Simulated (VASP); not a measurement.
# MoS2 (R3m) in VASP: relaxation of the atoms with PBEsol

Aim: the relaxation of the atoms of MoS2 with PBEsol.

All numbers are computed with VASP 6.6.1; they aren't measurements. Logs are shortened: lines on timing, memory, paths and dates and some standing lists are left out, and cuts for length are marked.

## 1. The cell of the first run

Symmetry: R3m, No. 160, trigonal system. The conventional cell has a = 3.159 Å, b = 3.159 Å, c = 18.936 Å, α = 90.00°, β = 90.00°, γ = 120.00°. Within 3.2 Å of Mo (site symmetry 3m) lie 6 S at 2.40 Å and 6 Mo at 3.16 Å. Within 3.2 Å of S (site symmetry 3m) lie 3 Mo at 2.40 Å and 7 S at 3.13 to 3.16 Å. S (site symmetry 3m) has 3 Mo at 2.40 Å and 7 S at 3.13 to 3.16 Å within 3.2 Å.

## 2. Relaxation of the atoms, PBEsol

INCAR

```
  PREC = Accurate
  ENCUT = 520
  EDIFF = 1E-7
  ISMEAR = 0
  SIGMA = 0.01
  LREAL = False
  LASPH = True
  NELM = 80
  ALGO = Normal
  ISIF = 2
  LWAVE = False
  LCHARG = False
  GGA = PS
  IBRION = 2
  NSW = 50
  EDIFFG = -0.002
```

KPOINTS

```
Automatic mesh
0
Gamma
  8 8 8
```

POSCAR

```
MoS2
1.0
    1.5794273355      0.9118827973      6.3121551553
   -1.5794273355      0.9118827973      6.3121551553
    0.0000000000     -1.8237655946      6.3121551553
Mo S
1 2
Direct
    0.0001015293      0.0001015293      0.0001015293
    0.2507582619      0.2507582619      0.2507582619
    0.4161402089      0.4161402089      0.4161402089
```

Potentials or basis: VASP PAW PBE potentials, release 64 (Mo_sv, S).

Command:

```console
cat potpaw_PBE.64/Mo_sv/POTCAR potpaw_PBE.64/S/POTCAR > POTCAR
mpirun -np 1 vasp_std > vasp.out
```

OUTCAR:

```text
PREC = Accurate
   ENCUT = 520
   EDIFF = 1E-7
   ISMEAR = 0
   LREAL = False
   LASPH = True
   NELM = 80
   ISIF = 2
   GGA = PS
   IBRION = 2
   NSW = 50
   EDIFFG = -0.002

 ion  position               nearest neighbor table
   1  0.000  0.000  0.000-   2 2.40   2 2.40   2 2.40   3 2.40   3 2.40   3 2.40
   2  0.251  0.251  0.251-   1 2.40   1 2.40   1 2.40
   3  0.416  0.416  0.416-   1 2.40   1 2.40   1 2.40

  LATTYP: Found a trigonal (rhomboedric) cell.
 ALAT       =     6.5703442565
 COS(alpha) =     0.8844278891

  Lattice vectors:

 A1 = (   1.5794273355,   0.9118827973,   6.3121551553)
 A2 = (  -1.5794273355,   0.9118827973,   6.3121551553)
 A3 = (   0.0000000000,  -1.8237655946,   6.3121551553)

Analysis of symmetry for initial positions (statically):
=====================================================================
 Subroutine PRICEL returns:
 Original cell was already a primitive cell.

 Routine SETGRP: Setting up the symmetry group for a
 trigonal (rhombohedral) supercell.

 Subroutine GETGRP returns: Found  6 space group operations
 (whereof  6 operations were pure point group operations)
 out of a pool of 12 trial point group operations.

The static configuration has the point symmetry C_3v.

Analysis of symmetry for dynamics (positions and initial velocities):
=====================================================================
 Subroutine PRICEL returns:
 Original cell was already a primitive cell.

 Routine SETGRP: Setting up the symmetry group for a
 trigonal (rhombohedral) supercell.

 Subroutine GETGRP returns: Found  6 space group operations
 (whereof  6 operations were pure point group operations)
 out of a pool of 12 trial point group operations.

The dynamic configuration has the point symmetry C_3v.

 Subroutine INISYM returns: Found  6 space group operations
 (whereof  6 operations are pure point group operations),
 and found     1 'primitive' translations

----------------------------------------------------------------------------------------

                                     Primitive cell

  volume of cell :      54.5466

  direct lattice vectors                    reciprocal lattice vectors
     1.579427335  0.911882797  6.312155155     0.316570436  0.182772026  0.052808165
    -1.579427335  0.911882797  6.312155155    -0.316570436  0.182772026  0.052808165
     0.000000000 -1.823765595  6.312155155     0.000000000 -0.365544053  0.052808165

  length of vectors
     6.570344256  6.570344256  6.570344256     0.369338810  0.369338810  0.369338810

  position of ions in fractional coordinates (direct lattice)
     0.000101529  0.000101529  0.000101529
     0.250758262  0.250758262  0.250758262
     0.416140209  0.416140209  0.416140209

  ion indices of the primitive-cell ions
   primitive index   ion index
                 1           1
                 2           2
                 3           3

----------------------------------------------------------------------------------------

 KPOINTS: Automatic mesh

Automatic generation of k-mesh.
 Grid dimensions read from file:
 generate k-points for:    8    8    8

 Generating k-lattice:

  Cartesian coordinates                     Fractional coordinates (reciprocal lattice)
     0.039571304  0.022846503  0.006601021     0.125000000 -0.000000000  0.000000000
    -0.039571304  0.022846503  0.006601021    -0.000000000  0.125000000  0.000000000
     0.000000000 -0.045693007  0.006601021     0.000000000  0.000000000  0.125000000

  Length of vectors
     0.046167351  0.046167351  0.046167351

  Shift w.r.t. Gamma in fractional coordinates (k-lattice)
     0.000000000  0.000000000  0.000000000

 Subroutine IBZKPT returns following result:
 ===========================================

 Found     65 irreducible k-points:

 Following reciprocal coordinates:
            Coordinates               Weight
  0.000000  0.000000  0.000000      1.000000
  0.125000  0.000000  0.000000      6.000000
  0.250000  0.000000  0.000000      6.000000
  0.375000  0.000000  0.000000      6.000000
  0.500000  0.000000  0.000000      3.000000
  0.125000  0.125000  0.000000      6.000000
[... 16 lines left out ...]
  0.250000  0.125000  0.125000      6.000000
  0.375000  0.125000  0.125000      6.000000
 [... further k-points ...]
   k-points           NKPTS =     65   k-points in BZ     NKDIM =     65   number of bands    NBANDS=     17
   number of dos      NEDOS =    301   number of ions     NIONS =      3
   total plane-waves  NPLWV = 125000
   dimension x,y,z NGX =    50 NGY =   50 NGZ =   50
   dimension x,y,z NGXF=   100 NGYF=  100 NGZF=  100
   ions per type =               1   2
   NGX,Y,Z   is equivalent  to a cutoff of  12.65, 12.65, 12.65 a.u.
   NGXF,Y,Z  is equivalent  to a cutoff of  25.30, 25.30, 25.30 a.u.
 SYSTEM =  unknown system
   PREC   = accura    normal or accurate (medium, high low for compatibility)
   ISTART =      0    job   : 0-new  1-cont  2-samecut
   ICHARG =      2    charge: 1-file 2-atom 10-const
   ISPIN  =      1    spin polarized calculation?
   LNONCOLLINEAR =      F non collinear calculations
   LSORBIT =      F    spin-orbit coupling
   LASPH  =      T    aspherical Exc in radial PAW
   ENCUT  =  520.0 eV  38.22 Ry    6.18 a.u.  12.22 12.22 12.22*2*pi/ulx,y,z
   NELM   =     80;   NELMIN=  2; NELMDL= -5     # of ELM steps
   EDIFF  = 0.1E-06   stopping-criterion for ELM
   LREAL  =      F    real-space projection
   EDIFFG = -.2E-02   stopping-criterion for IOM
   NSW    =     50    number of steps for IOM
   IBRION =      2    ionic relax: 0-MD 1-quasi-New 2-CG
   NFREE  =      1    steps in history (QN), initial steepest desc. (CG)
   ISIF   =      2    stress and relaxation
   ISYM   =      2    0-nonsym 1-usesym 2-fastsym
   POTIM  = 0.5000    time-step for ionic-motion
   TEBEG  =    0.0;   TEEND  =   0.0 temperature during run
   PSTRESS=    0.0 pullay stress
   NELECT =      26.0000    total number of electrons
   NUPDOWN=      -1.0000    fix difference up-down
   EMIN   =  10.00;   EMAX   =-10.00  energy-range for DOS
   EFERMI =   0.00;   METHOD = LEGACY
   ISMEAR =     0;   SIGMA  =   0.01  broadening in eV -4-tet -1-fermi 0-gaus
   EFERMI_NEDOS =   21; number of points for ismear=-14 and -15
   IALGO  =     38    algorithm
   IMIX   =      4    mixing-type and parameters
     AMIX     =   0.40;   BMIX     =  1.00
     AMIX_MAG =   1.60;   BMIX_MAG =  1.00
  volume/ion in A,a.u.               =      18.18       122.70
  Fermi-wavevector in a.u.,A,eV,Ry     =   1.278822  2.416623 22.250772  1.635386
  Thomas-Fermi vector in A             =   2.411343
   LORBIT       =      0    0 simple, 1 ext, 2 COOP (PROOUT), +10 PAW based schemes
   GGA     = PS    functional components
   LHFCALC =     F    Hartree Fock is set to
   AEXX    =    0.0000 exact exchange contribution
   IVDW    =     0    specifies the selected vdW correction
   LEPSILON=     F    determine dielectric tensor
   LRPA    =     F    only Hartree local field effects (RPA)
 conjugate gradient relaxation of ions
 non-spin polarized calculation
 Gauss-broadening in eV      SIGMA  =   0.01
  energy-cutoff  :      520.00
  volume of cell :       54.55
 maximum number of plane-waves:      1483
 NGX is ok and might be reduce to    50
   NGX = 25   NGY = 25   NGZ = 25

--------------------------------------- Ionic step        1  -------------------------------------------

 number of electron      26.0000001 magnetization

 Free energy of the ion-electron system (eV)
  ---------------------------------------------------
  ext. energy  EPLUGINS =         0.00000000
  ---------------------------------------------------
  free energy    TOTEN  =       -23.44476589 eV

  energy without entropy =      -23.44476589  energy(sigma->0) =      -23.44476589

------------------------ aborting loop because EDIFF is reached ----------------------------------------

  FORCE on cell =-STRESS in cart. coord.  units (eV):
  Direction    XX          YY          ZZ          XY          YZ          ZX
  --------------------------------------------------------------------------------------
  -------------------------------------------------------------------------------------
  Total       -0.7347997     -0.7347997     -0.8125705      0.0000000      0.0000000      0.0000000
  in kB      -21.5830069    -21.5830069    -23.8673414      0.0000000      0.0000000      0.0000000
  external PRESSURE =     -22.3444518 kB  Pullay stress =       0.0000000 kB

 VOLUME and BASIS-vectors are now :
 -----------------------------------------------------------------------------
  energy-cutoff  :      520.00
  volume of cell :       54.55
      direct lattice vectors                 reciprocal lattice vectors
     1.579427335  0.911882797  6.312155155     0.316570436  0.182772026  0.052808165
    -1.579427335  0.911882797  6.312155155    -0.316570436  0.182772026  0.052808165
     0.000000000 -1.823765595  6.312155155     0.000000000 -0.365544053  0.052808165
[... 38 lines left out ...]
 POSITION                                       TOTAL-FORCE (eV/Angst)
 -----------------------------------------------------------------------------------
      0.00000      0.00000      0.00193         0.000000      0.000000      0.001085
      0.00000      0.00000      4.76028         0.000000     -0.000000      0.019496
      0.00000      0.00000      7.86841         0.000000     -0.000000     -0.020581
 -----------------------------------------------------------------------------------
    total drift:                               -0.000000     -0.000000     -0.000049

  FREE ENERGIE OF THE ION-ELECTRON SYSTEM (eV)
  ---------------------------------------------------
  free  energy   TOTEN  =       -23.4479184868 eV

  energy  without entropy=      -23.4479184868  energy(sigma->0) =      -23.44791849

--------------------------------------- Ionic step        3  -------------------------------------------

 number of electron      26.0000002 magnetization

 Free energy of the ion-electron system (eV)
  ---------------------------------------------------
  ext. energy  EPLUGINS =         0.00000000
  ---------------------------------------------------
  free energy    TOTEN  =       -23.44794032 eV

  energy without entropy =      -23.44794032  energy(sigma->0) =      -23.44794032

 E-fermi :   7.3204     XC(G=0): -10.8361

 val. band max:        7.1193421692   @ k =   0.5000   0.5000   0.5000
 cond. band min:       8.2488650944   @ k =  -0.2500   0.1250  -0.0000
 fundamental gap:      1.1295229252
 Fermi energy:         7.3204406345

 k-point     1 :       0.0000    0.0000    0.0000
  band No.  band energies     occupation
      1     -54.2188      2.00000
      2     -28.4191      2.00000
      3     -28.1772      2.00000
      4     -28.1772      2.00000
      5      -7.7859      2.00000
      6      -6.1625      2.00000
[... 9 lines left out ...]
     16       9.6747      0.00000
     17       9.6747      0.00000
[... 441 lines left out ...]
 k-point    24 :       0.3750    0.1250    0.1250
  band No.  band energies     occupation
      1     -54.1977      2.00000
      2     -28.3849      2.00000
      3     -28.3776      2.00000
      4     -28.2247      2.00000
      5      -6.8583      2.00000
      6      -5.9344      2.00000
[... 9 lines left out ...]
     16       9.7083      0.00000
     17      10.3115      0.00000

 [... further k-points ...]

------------------------ aborting loop because EDIFF is reached ----------------------------------------

  FORCE on cell =-STRESS in cart. coord.  units (eV):
  Direction    XX          YY          ZZ          XY          YZ          ZX
  --------------------------------------------------------------------------------------
  -------------------------------------------------------------------------------------
  Total       -0.4770143     -0.4770143     -0.0623498      0.0000000      0.0000000      0.0000000
  in kB      -14.0111702    -14.0111702     -1.8313795      0.0000000      0.0000000      0.0000000
  external PRESSURE =      -9.9512399 kB  Pullay stress =       0.0000000 kB

 VOLUME and BASIS-vectors are now :
 -----------------------------------------------------------------------------
  energy-cutoff  :      520.00
  volume of cell :       54.55
      direct lattice vectors                 reciprocal lattice vectors
     1.579427335  0.911882797  6.312155155     0.316570436  0.182772026  0.052808165
    -1.579427335  0.911882797  6.312155155    -0.316570436  0.182772026  0.052808165
     0.000000000 -1.823765595  6.312155155     0.000000000 -0.365544053  0.052808165

 POSITION                                       TOTAL-FORCE (eV/Angst)
 -----------------------------------------------------------------------------------
      0.00000      0.00000      0.00193         0.000000      0.000000      0.001169
      0.00000      0.00000      4.76131         0.000000     -0.000000     -0.000124
      0.00000      0.00000      7.86739         0.000000      0.000000     -0.001045
 -----------------------------------------------------------------------------------
    total drift:                                0.000000     -0.000000     -0.000045

  FREE ENERGIE OF THE ION-ELECTRON SYSTEM (eV)
  ---------------------------------------------------
  free  energy   TOTEN  =       -23.4479403188 eV

  energy  without entropy=      -23.4479403188  energy(sigma->0) =      -23.44794032

 reached required accuracy - stopping structural energy minimisation
```

Run time: 14 min. Hardware: 1 thread of Intel Xeon 8259CL, shared host; peak memory 0.4 GiB.

Results:

| Quantity | Value |
| --- | --- |
| Free energy | -23.4479 eV |
| Energy gained by relaxing | 1.1 meV/atom |
| Ionic steps | 3 |
| Pressure after relaxing | -1.0 GPa |
| Band gap on the k mesh | 1.13 eV (least direct gap 2.05 eV) |

The path:
| step | energy change (eV) | largest force (eV/Å) | pressure (GPa) |
| --- | --- | --- | --- |
| 1 | 0.0000 | 0.2449 | -2.23 |
| 2 | -0.0032 | 0.0206 | -1.10 |
| 3 | -0.0032 | 0.0012 | -1.00 |

Final structure:
```cif
data_structure
_symmetry_space_group_name_H-M 'P 1'
_symmetry_Int_Tables_number 1
_cell_length_a 6.5703
_cell_length_b 6.5703
_cell_length_c 6.5703
_cell_angle_alpha 27.819
_cell_angle_beta 27.819
_cell_angle_gamma 27.819
_cell_volume 54.55
loop_
_atom_site_label
_atom_site_type_symbol
_atom_site_fract_x
_atom_site_fract_y
_atom_site_fract_z
_atom_site_occupancy
Mo1 Mo 0.00010 0.00010 0.00010 1
S1 S 0.25144 0.25144 0.25144 1
S2 S 0.41546 0.41546 0.41546 1
```

Levels at points of the mesh, in eV from the valence-band top:
| k point | band 11 | band 12 | band 13 | band 14 | band 15 | band 16 |
| --- | --- | --- | --- | --- | --- | --- |
| (0.00, 0.00, 0.00) | -2.14 | -1.34 | -1.09 | 2.18 | 2.18 | 2.56 |
| (0.50, 0.00, 0.00) | -2.29 | -1.50 | -1.37 | 1.73 | 2.15 | 3.53 |
| (0.50, 0.50, 0.00) | -2.77 | -1.63 | -1.21 | 1.70 | 2.27 | 3.11 |
| (0.50, 0.50, 0.50) | -2.12 | -2.12 | 0.00 | 2.25 | 2.25 | 2.46 |

Caveat: the PAW data sets were made with another functional, which shifts forces and pressure a little. A k mesh can miss the band edges.
